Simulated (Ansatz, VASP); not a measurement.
# Two plane-wave programs on Cs

```
Cs
1.0
    -3.07717    3.07717    3.07717
     3.07717   -3.07717    3.07717
     3.07717    3.07717   -3.07717
Cs
1
Direct
  0.00000 0.00000 0.00000
```

Alike in both runs: task single point; functional PBE; k mesh 7 × 7 × 7; no spin polarisation.

|  | VASP | Ansatz |
| --- | --- | --- |
| version | VASP 6.6.1 | Ansatz 0.2.0 |
| potentials or method | VASP PAW PBE potentials, release 64 (Cs_sv), cutoff 520 eV | plane waves (420 eV) with PAW, scalar-relativistic |
| occupations | methfessel-paxton of order 1, width 1 eV | cold, width 1 eV |
| valence electrons in the cell | 9 | 9 |

|  | VASP | Ansatz | Ansatz less VASP |
| --- | --- | --- | --- |
| pressure (GPa) | 0.0 | 0.0 | +0.04 |

Neither program's run includes spin-orbit coupling.
